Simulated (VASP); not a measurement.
Here is a VASP 6.6.1 calculation.

Contents of INCAR:

```
SYSTEM = S
PREC = Accurate
ENCUT = 520
EDIFF = 1E-6
ISMEAR = -1
SIGMA = 0.08
LREAL = .False.
LASPH = .True.
NELM = 100
ALGO = Normal
ISIF = 2
LWAVE = .False.
LCHARG = .False.
GGA = PE
NBANDS = 9
```

File KPOINTS:

```
Automatic mesh
0
Gamma
  16 16 16
  0 0 0
```

POSCAR

```
S
1.0
    0.0000000000      1.9769062623      1.9769062623
    1.9769062623      0.0000000000      1.9769062623
    1.9769062623      1.9769062623      0.0000000000
S
1
Direct
    0.0000000000      0.0000000000      0.0000000000
```

Potentials or basis: VASP PAW PBE potentials, release 64 (S).

Command:

```console
$ cat potpaw_PBE.64/S/POTCAR > POTCAR
$ mpirun -np 1 vasp_std > vasp.out
```

Task: Estimate the pressure.

Result: 2.1 GPa.

Task: Predict the band gap on the k mesh.

Result: Zero (bands 3 and 4 overlap by 5.96 eV).
